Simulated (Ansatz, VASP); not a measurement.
# InSb in VASP and in Ansatz

```
CELL_PARAMETERS angstrom
0.00000 3.23910 3.27149
3.23910 0.00000 3.27149
3.23910 3.23910 0.00000
ATOMIC_POSITIONS crystal
In 0.00000 0.00000 0.00000
Sb 0.75000 0.75000 0.75000
```

Change from the starting cell: strain +0.0100 x Voigt [0, 0, 1, 0, 0, 0], atoms carried along.

Alike in both runs: task single point; functional r2SCAN; k mesh 10 × 10 × 10; occupations gaussian, width 0.03 eV; no spin polarisation.

|  | VASP | Ansatz |
| --- | --- | --- |
| version | VASP 6.6.1 | Ansatz 0.2.0 |
| potentials or method | VASP PAW PBE potentials, release 64 (In_d, Sb), cutoff 520 eV | scalar-relativistic, plane waves, PAW |
| valence electrons in the cell | 18 | 28 |

|  | VASP | Ansatz | Ansatz less VASP |
| --- | --- | --- | --- |
| gap on the k mesh at the Fermi level (eV) | 0.16 | 0.16 | +0.001 |
| least direct gap on the mesh (eV) | 0.16 | 0.16 | +0.001 |
| pressure (GPa) | 1.2 | 1.2 | +0.01 |
| traceless stress, the component that is largest in VASP (GPa) | -0.20 | -0.20 | 0.000 |

VASP's potentials were made for PBE, not for r2SCAN. The functional is the same, so the differences come from potentials, cutoffs and numerics. VASP's potentials hold 18 valence electrons a cell and Ansatz's 28, so a difference there can come from the potentials and not from the codes.

Spin-orbit coupling is off throughout.
